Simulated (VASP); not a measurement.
# Rh (Fm-3m) in VASP: notebook

Rh is run at these levels: PBE; tasks: single point.

Program: VASP 6.6.1. These are calculated values, not measurements. Logs are shortened: lines on timing, memory, paths and dates and some standing lists are left out, and cuts for length are marked.

### Step 1. The cell of the first run

The structure is cubic, space group Fm-3m (No. 225). The conventional cell has a = 3.726 Å, b = 3.726 Å, c = 3.726 Å, α = 90.00°, β = 90.00°, γ = 90.00°. Rh (site symmetry m-3m) has 12 Rh at 2.63 Å within 3.5 Å.

### Step 2. Single point, PBE (volume scaled by 0.9405)

The input, INCAR:

```
PREC = Accurate ; ENCUT = 520
EDIFF = 1E-6 ; ISMEAR = -1
SIGMA = 0.08 ; LREAL = F
LASPH = T ; NELM = 60
ALGO = Normal ; ISIF = 2
LWAVE = F ; LCHARG = T
GGA = PE ; LELF = T
LVHAR = T ; NBANDS = 14
```

The input, KPOINTS:

```
Automatic mesh
0
Gamma
  16 16 16
```

The input, POSCAR:

```
Rh
1.0
    0.0000000000      1.8630621781      1.8630621781
    1.8630621781      0.0000000000      1.8630621781
    1.8630621781      1.8630621781      0.0000000000
Rh
1
Direct
    0.0000000000      0.0000000000      0.0000000000
```

Potentials or basis: VASP PAW PBE potentials, release 64 (Rh_pv).

Launch:

```sh
$ cat potpaw_PBE.64/Rh_pv/POTCAR > POTCAR
$ mpirun -np 1 vasp_std > vasp.out
```

OUTCAR:

```text
PREC = Accurate
   ENCUT = 520
   EDIFF = 1E-6
   ISMEAR = -1
   LREAL = F
   LASPH = T
   NELM = 60
   ISIF = 2
   GGA = PE

 ion  position               nearest neighbor table
   1  0.000  0.000  0.000-

  LATTYP: Found a face centered cubic cell.
 ALAT       =     3.7261243562

  Lattice vectors:

 A1 = (   0.0000000000,   1.8630621781,   1.8630621781)
 A2 = (   1.8630621781,   0.0000000000,   1.8630621781)
 A3 = (   1.8630621781,   1.8630621781,   0.0000000000)

Analysis of symmetry for initial positions (statically):
=====================================================================
 Subroutine PRICEL returns:
 Original cell was already a primitive cell.

 Routine SETGRP: Setting up the symmetry group for a
 face centered cubic supercell.

 Subroutine GETGRP returns: Found 48 space group operations
 (whereof 48 operations were pure point group operations)
 out of a pool of 48 trial point group operations.

The static configuration has the point symmetry O_h .

Analysis of symmetry for dynamics (positions and initial velocities):
=====================================================================
 Subroutine PRICEL returns:
 Original cell was already a primitive cell.

 Routine SETGRP: Setting up the symmetry group for a
 face centered cubic supercell.

 Subroutine GETGRP returns: Found 48 space group operations
 (whereof 48 operations were pure point group operations)
 out of a pool of 48 trial point group operations.

The dynamic configuration has the point symmetry O_h .

 Subroutine INISYM returns: Found 48 space group operations
 (whereof 48 operations are pure point group operations),
 and found     1 'primitive' translations

----------------------------------------------------------------------------------------

                                     Primitive cell

  volume of cell :      12.9334

  direct lattice vectors                    reciprocal lattice vectors
     0.000000000  1.863062178  1.863062178    -0.268375369  0.268375369  0.268375369
     1.863062178  0.000000000  1.863062178     0.268375369 -0.268375369  0.268375369
     1.863062178  1.863062178  0.000000000     0.268375369  0.268375369 -0.268375369

  length of vectors
     2.634767800  2.634767800  2.634767800     0.464839775  0.464839775  0.464839775

  position of ions in fractional coordinates (direct lattice)
     0.000000000  0.000000000  0.000000000

  ion indices of the primitive-cell ions
   primitive index   ion index
                 1           1

----------------------------------------------------------------------------------------

 KPOINTS: Automatic mesh

Automatic generation of k-mesh.
 Grid dimensions read from file:
 generate k-points for:   16   16   16

 Generating k-lattice:

  Cartesian coordinates                     Fractional coordinates (reciprocal lattice)
    -0.016773461  0.016773461  0.016773461     0.062500000  0.000000000  0.000000000
     0.016773461 -0.016773461  0.016773461     0.000000000  0.062500000  0.000000000
     0.016773461  0.016773461 -0.016773461     0.000000000  0.000000000  0.062500000

  Length of vectors
     0.029052486  0.029052486  0.029052486

  Shift w.r.t. Gamma in fractional coordinates (k-lattice)
     0.000000000  0.000000000  0.000000000

 Subroutine IBZKPT returns following result:
 ===========================================

 Found    145 irreducible k-points:

 Following reciprocal coordinates:
            Coordinates               Weight
  0.000000  0.000000  0.000000      1.000000
  0.062500  0.000000  0.000000      8.000000
  0.125000  0.000000  0.000000      8.000000
  0.187500  0.000000  0.000000      8.000000
  0.250000  0.000000  0.000000      8.000000
  0.312500  0.000000  0.000000      8.000000
[... 16 lines left out ...]
 -0.125000  0.062500  0.000000     24.000000
 -0.062500  0.062500  0.000000     12.000000
 [... further k-points ...]
   k-points           NKPTS =    145   k-points in BZ     NKDIM =    145   number of bands    NBANDS=     14
   number of dos      NEDOS =    301   number of ions     NIONS =      1
   total plane-waves  NPLWV =   8000
   dimension x,y,z NGX =    20 NGY =   20 NGZ =   20
   dimension x,y,z NGXF=    40 NGYF=   40 NGZF=   40
   ions per type =               1
   NGX,Y,Z   is equivalent  to a cutoff of  12.62, 12.62, 12.62 a.u.
   NGXF,Y,Z  is equivalent  to a cutoff of  25.24, 25.24, 25.24 a.u.
 SYSTEM =  unknown system
   PREC   = accura    normal or accurate (medium, high low for compatibility)
   ISTART =      0    job   : 0-new  1-cont  2-samecut
   ICHARG =      2    charge: 1-file 2-atom 10-const
   ISPIN  =      1    spin polarized calculation?
   LNONCOLLINEAR =      F non collinear calculations
   LSORBIT =      F    spin-orbit coupling
   LASPH  =      T    aspherical Exc in radial PAW
   ENCUT  =  520.0 eV  38.22 Ry    6.18 a.u.   4.90  4.90  4.90*2*pi/ulx,y,z
   NELM   =     60;   NELMIN=  2; NELMDL= -5     # of ELM steps
   EDIFF  = 0.1E-05   stopping-criterion for ELM
   LREAL  =      F    real-space projection
   EDIFFG = 0.1E-04   stopping-criterion for IOM
   NSW    =      0    number of steps for IOM
   IBRION =     -1    ionic relax: 0-MD 1-quasi-New 2-CG
   NFREE  =      0    steps in history (QN), initial steepest desc. (CG)
   ISIF   =      2    stress and relaxation
   ISYM   =      2    0-nonsym 1-usesym 2-fastsym
   POTIM  = 0.5000    time-step for ionic-motion
   TEBEG  =    0.0;   TEEND  =   0.0 temperature during run
   PSTRESS=    0.0 pullay stress
   NELECT =      15.0000    total number of electrons
   NUPDOWN=      -1.0000    fix difference up-down
   EMIN   =  10.00;   EMAX   =-10.00  energy-range for DOS
   EFERMI =   0.00;   METHOD = LEGACY
   ISMEAR =    -1;   SIGMA  =   0.08  broadening in eV -4-tet -1-fermi 0-gaus
   EFERMI_NEDOS =   21; number of points for ismear=-14 and -15
   IALGO  =     38    algorithm
   IMIX   =      4    mixing-type and parameters
     AMIX     =   0.40;   BMIX     =  1.00
     AMIX_MAG =   1.60;   BMIX_MAG =  1.00
  volume/ion in A,a.u.               =      12.93        87.28
  Fermi-wavevector in a.u.,A,eV,Ry     =   1.720024  3.250375 40.252611  2.958483
  Thomas-Fermi vector in A             =   2.796541
   LORBIT       =      0    0 simple, 1 ext, 2 COOP (PROOUT), +10 PAW based schemes
   GGA     = PE    functional components
   LHFCALC =     F    Hartree Fock is set to
   AEXX    =    0.0000 exact exchange contribution
   IVDW    =     0    specifies the selected vdW correction
   LEPSILON=     F    determine dielectric tensor
   LRPA    =     F    only Hartree local field effects (RPA)
 non-spin polarized calculation
  energy-cutoff  :      520.00
  volume of cell :       12.93
 maximum number of plane-waves:       360
   NGX =  9   NGY =  9   NGZ =  9

 number of electron      14.9999996 magnetization

 Free energy of the ion-electron system (eV)
  ---------------------------------------------------
  ext. energy  EPLUGINS =         0.00000000
  ---------------------------------------------------
  free energy    TOTEN  =        -7.18680652 eV

  energy without entropy =       -7.15985408  energy(sigma->0) =       -7.17333030

 E-fermi :  13.0562     XC(G=0): -14.4296

 val. band max:       13.0498374913   @ k =  -0.3750   0.2500   0.0000
 cond. band min:      13.0562634101   @ k =  -0.3750   0.0625   0.0000
 fundamental gap:      0.0064259188
 Fermi energy:        13.0562248487

 k-point     1 :       0.0000    0.0000    0.0000
  band No.  band energies     occupation
      1     -33.4202      2.00000
      2     -33.4202      2.00000
      3     -33.4202      2.00000
      4       4.6477      2.00000
      5       9.6814      2.00000
      6       9.6814      2.00000
      7       9.6814      2.00000
      8      11.9794      2.00000
      9      11.9794      2.00000
     10      28.9950      0.00000
     11      33.4205      0.00000
     12      34.8095      0.00000
     13      34.8095      0.00000
     14      34.8095      0.00000

 k-point     2 :       0.0625    0.0000    0.0000
  band No.  band energies     occupation
      1     -33.4561      2.00000
      2     -33.4250      2.00000
      3     -33.4250      2.00000
      4       4.8149      2.00000
      5       9.6040      2.00000
      6       9.7484      2.00000
      7       9.7484      2.00000
      8      11.9402      2.00000
      9      11.9402      2.00000
     10      29.2514      0.00000
     11      33.4188      0.00000
     12      33.9392      0.00000
     13      35.0648      0.00000
     14      35.0648      0.00000

 k-point     3 :       0.1250    0.0000    0.0000
  band No.  band energies     occupation
      1     -33.5574      2.00000
      2     -33.4385      2.00000
      3     -33.4385      2.00000
      4       5.2851      2.00000
      5       9.4231      2.00000
      6       9.9157      2.00000
      7       9.9157      2.00000
      8      11.8652      2.00000
      9      11.8652      2.00000
     10      29.9239      0.00000
     11      32.2266      0.00000
     12      33.4222      0.00000
     13      35.8017      0.00000
     14      35.8017      0.00000

 k-point     4 :       0.1875    0.0000    0.0000
  band No.  band energies     occupation
      1     -33.7072      2.00000
      2     -33.4586      2.00000
      3     -33.4586      2.00000
      4       5.9362      2.00000
      5       9.3055      2.00000
      6      10.0703      2.00000
      7      10.0703      2.00000
      8      11.8854      2.00000
      9      11.8854      2.00000
     10      30.3987      0.00000
     11      30.6792      0.00000
     12      33.4213      0.00000
     13      36.9315      0.00000
     14      36.9315      0.00000

 k-point     5 :       0.2500    0.0000    0.0000
  band No.  band energies     occupation
      1     -33.8813      2.00000
      2     -33.4823      2.00000
      3     -33.4823      2.00000
      4       6.4795      2.00000
      5       9.5748      2.00000
      6      10.0727      2.00000
      7      10.0727      2.00000
      8      12.1492      1.99998
      9      12.1492      1.99998
     10      28.5834      0.00000
     11      30.8692      0.00000
[... 276 lines left out ...]
 k-point    22 :      -0.1875    0.0625    0.0000
  band No.  band energies     occupation
      1     -33.7711      2.00000
      2     -33.5002      2.00000
      3     -33.4569      2.00000
      4       6.2879      2.00000
      5       9.1701      2.00000
      6      10.1388      2.00000
      7      10.1877      2.00000
      8      11.5815      2.00000
      9      12.3460      1.99972
     10      29.8836      0.00000
     11      31.0019      0.00000
     12      33.4211      0.00000
     13      36.0873      0.00000
     14      38.2268      0.00000

 k-point    23 :      -0.1250    0.0625    0.0000
  band No.  band energies     occupation
      1     -33.6174      2.00000
      2     -33.4724      2.00000
      3     -33.4380      2.00000
      4       5.6297      2.00000
      5       9.2485      2.00000
      6      10.0358      2.00000
      7      10.0711      2.00000
      8      11.5908      2.00000
      9      12.0901      1.99999
     10      30.3819      0.00000
     11      31.5996      0.00000
     12      33.4218      0.00000
     13      35.3118      0.00000
     14      36.8186      0.00000

 k-point    24 :      -0.0625    0.0625    0.0000
  band No.  band energies     occupation
      1     -33.5062      2.00000
      2     -33.4460      2.00000
      3     -33.4268      2.00000
      4       5.0848      2.00000
      5       9.4592      2.00000
      6       9.8401      2.00000
      7       9.8937      2.00000
      8      11.7689      2.00000
      9      12.0052      2.00000
     10      29.6530      0.00000
     11      33.0960      0.00000
     12      33.4253      0.00000
     13      34.9347      0.00000
     14      35.7287      0.00000

 [... further k-points ...]

------------------------ aborting loop because EDIFF is reached ----------------------------------------

  FORCE on cell =-STRESS in cart. coord.  units (eV):
  Direction    XX          YY          ZZ          XY          YZ          ZX
  --------------------------------------------------------------------------------------
  -------------------------------------------------------------------------------------
  Total        2.1444873      2.1444873      2.1444873      0.0000000      0.0000000      0.0000000
  in kB      265.6574567    265.6574567    265.6574567      0.0000000      0.0000000      0.0000000
  external PRESSURE =     265.6574567 kB  Pullay stress =       0.0000000 kB

 VOLUME and BASIS-vectors are now :
 -----------------------------------------------------------------------------
  energy-cutoff  :      520.00
  volume of cell :       12.93
      direct lattice vectors                 reciprocal lattice vectors
     0.000000000  1.863062178  1.863062178    -0.268375369  0.268375369  0.268375369
     1.863062178  0.000000000  1.863062178     0.268375369 -0.268375369  0.268375369
     1.863062178  1.863062178  0.000000000     0.268375369  0.268375369 -0.268375369

 POSITION                                       TOTAL-FORCE (eV/Angst)
 -----------------------------------------------------------------------------------
      0.00000      0.00000      0.00000        -0.000000     -0.000000      0.000000
 -----------------------------------------------------------------------------------
    total drift:                                0.000000      0.000000      0.000000

  FREE ENERGIE OF THE ION-ELECTRON SYSTEM (eV)
  ---------------------------------------------------
  free  energy   TOTEN  =        -7.1868065195 eV

  energy  without entropy=       -7.1598540807  energy(sigma->0) =       -7.17333030
```

Run time: 12 s. Hardware: 1 thread of Intel Xeon Platinum 8488C (Sapphire Rapids), shared host; peak memory 0.14 GiB.

Results:

| Quantity | Value |
| --- | --- |
| Free energy | -7.1868 eV |
| Pressure | 26.6 GPa |

Caveat: the cell differs from its parent crystal (volume scaled by 0.9405).

### Step 3. Single point, PBE

This run uses another cell than the first one, of 13.75 Å³/atom, 1.063 times its volume.

The input, INCAR:

```
  PREC = Accurate
  ENCUT = 520
  EDIFF = 1E-6
  ISMEAR = -1
  SIGMA = 0.08
  LREAL = False
  LASPH = True
  NELM = 80
  ALGO = Normal
  ISIF = 2
  LWAVE = False
  LCHARG = False
  GGA = PE
  NBANDS = 14
```

KPOINTS is that of step 2.

The input, POSCAR:

```
Rh
1.0
    0.0000000000      1.9015500000      1.9015500000
    1.9015500000      0.0000000000      1.9015500000
    1.9015500000      1.9015500000      0.0000000000
Rh
1
Direct
    0.0000000000      0.0000000000      0.0000000000
```

Potentials or basis: VASP PAW PBE potentials, release 64 (Rh_pv).

Launch:

```sh
$ cat potpaw_PBE.64/Rh_pv/POTCAR > POTCAR
$ mpirun -np 1 vasp_std > vasp.out
```

Wall time 12 s (1 thread of Intel Xeon Platinum 8488C (Sapphire Rapids), shared host); peak memory 0.14 GiB.

The run converged. Its results:

* Free energy: -7.2676 eV
* Pressure: 6.1 GPa

Levels at points of the mesh, in eV from the Fermi level:
```
           k point  band 4  band 5  band 6  band 7  band 8  band 9  band 10  band 11
(0.00, 0.00, 0.00)   -7.95   -3.07   -3.07   -3.07   -0.98   -0.98    16.00    20.55
(0.50, 0.00, 0.00)   -6.11   -3.15   -3.15    0.58    0.58    0.74     8.65    15.51
(0.50, 0.50, 0.00)   -6.31   -5.94    0.55    1.00    1.00    3.27    12.28    13.33
```

### Step 4. Single point, PBE (volume scaled by 0.98)

The input, INCAR:

```
PREC = Accurate
ENCUT = 520
EDIFF = 1E-6
ISMEAR = -1
SIGMA = 0.08
LREAL = F
LASPH = T
NELM = 60
ALGO = Normal
ISIF = 2
LWAVE = F
LCHARG = F
GGA = PE
NBANDS = 14
```

KPOINTS is that of step 3.

The input, POSCAR:

```
Rh
1.0
    0.0000000000      1.8887875349      1.8887875349
    1.8887875349      0.0000000000      1.8887875349
    1.8887875349      1.8887875349      0.0000000000
Rh
1
Direct
    0.0000000000      0.0000000000      0.0000000000
```

Launch:

```sh
$ cat potpaw_PBE.64/Rh_pv/POTCAR > POTCAR
$ mpirun -np 1 vasp_std > vasp.out
```

It took 12 s on 1 thread of Intel Xeon Platinum 8488C (Sapphire Rapids), shared host; peak memory 0.14 GiB.

Results (log left out):

```yaml
Free_energy: -7.2519 eV
Pressure: 12.1 GPa
```

Levels at points of the mesh, in eV from the Fermi level:
```csv
k point,band 5,band 6,band 7,band 8,band 9,band 10
"(0.00, 0.00, 0.00)",-3.17,-3.17,-3.17,-1.01,-1.01,15.99
"(0.50, 0.00, 0.00)",-3.25,-3.25,0.60,0.60,0.72,8.86
"(0.50, 0.50, 0.00)",-6.12,0.57,1.03,1.03,3.30,12.54
```

Caveat: the cell differs from its parent crystal (volume scaled by 0.98).

### Step 5. Single point, PBE (volume scaled by 1.02)

The input, INCAR:

```
  PREC = Accurate
  ENCUT = 520
  EDIFF = 1E-7
  ISMEAR = -1
  SIGMA = 0.08
  LREAL = False
  LASPH = True
  NELM = 60
  ALGO = Normal
  ISIF = 2
  LWAVE = False
  LCHARG = False
  GGA = PE
  NBANDS = 14
```

The input, KPOINTS:

```
regular mesh
0
Gamma
  16 16 16
```

The input, POSCAR:

```
Rh
1.0
    0.0000000000      1.9141434134      1.9141434134
    1.9141434134      0.0000000000      1.9141434134
    1.9141434134      1.9141434134      0.0000000000
Rh
1
Direct
    0.0000000000      0.0000000000      0.0000000000
```

Launch:

```sh
$ cat potpaw_PBE.64/Rh_pv/POTCAR > POTCAR
$ mpirun -np 1 vasp_std > vasp.out
```

It took 13 s on 1 thread of Intel Xeon Platinum 8488C (Sapphire Rapids), shared host; peak memory 0.14 GiB.

Results (log left out):

* Free energy: -7.2734 eV
* Pressure: 0.7 GPa

Levels at points of the mesh, in eV from the Fermi level:
```
           k point  band 4  band 5  band 6  band 7  band 8  band 9  band 10  band 11
(0.00, 0.00, 0.00)   -7.80   -2.97   -2.97   -2.97   -0.95   -0.95    16.02    20.60
(0.50, 0.00, 0.00)   -5.94   -3.05   -3.05    0.56    0.56    0.76     8.45    15.51
(0.50, 0.50, 0.00)   -6.12   -5.76    0.53    0.96    0.96    3.25    12.03    13.21
```

Caveat: the cell differs from its parent crystal (volume scaled by 1.02).

### Step 6. Overview

| cell | gap on the mesh (eV) | pressure (GPa) |
| --- | --- | --- |
| a = 2.635 Å, angles 60.0°, 1 atom | none | 26.6 |
| a = 2.689 Å, angles 60.0°, 1 atom | none | 6.1 |
| a = 2.671 Å, angles 60.0°, 1 atom | none | 12.1 |
| a = 2.707 Å, angles 60.0°, 1 atom | none | 0.7 |

Alike in all rows: task single point; level PBE; potentials or basis VASP PAW PBE potentials, release 64 (Rh_pv); no spin polarisation; k mesh 16 × 16 × 16; cutoff (eV) 520; smearing fermi-dirac 0.08 eV.

Total energies depend on the potentials used, so only differences within one code and one set of settings carry meaning.
